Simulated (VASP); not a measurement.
Here is a VASP 6.6.1 calculation.

File INCAR:

```
SYSTEM = C
PREC = Accurate
ENCUT = 520
EDIFF = 1E-7
ISMEAR = 0
SIGMA = 0.05
LREAL = .FALSE.
LASPH = .TRUE.
NELM = 60
ALGO = Normal
ISIF = 2
LWAVE = .FALSE.
LCHARG = .FALSE.
GGA = PS
IVDW = 12
NBANDS = 11
```

KPOINTS

```
Automatic mesh
0
G
  15 15 15
  0 0 0
```

Contents of POSCAR:

```
C
1.0
    1.2597722633      0.7273298553      3.3650427020
   -1.2597722633      0.7273298553      3.3650427020
    0.0000000000     -1.4546597106      3.3650427021
C
2
Direct
    0.1584472250      0.1747200074      0.1665836162
    0.8415527750      0.8252799926      0.8334163838
```

Potentials or basis: VASP PAW PBE potentials, release 64 (C).

Run with:

```console
$ cat potpaw_PBE.64/C/POTCAR > POTCAR
$ mpirun -np 1 vasp_std > vasp.out
```

Question: What does it give for the largest force?

Answer: 1.886 eV/Å.

Question: Predict the dispersion energy per atom.

Answer: -0.108 eV.

Question: Predict the pressure.

Answer: -18.1 GPa.

Stress tensor (GPa, compression positive):
```
-26.69  -2.48  -0.02
 -2.48 -27.04  -0.01
 -0.02  -0.01  -0.67
```

Caveat: the cell differs from its parent crystal (atoms displaced along a vibrational mode, the cell strained); the stress differs along the axes, from -27 to -1 GPa; the PAW data sets were made with another functional, which shifts forces and pressure a little.
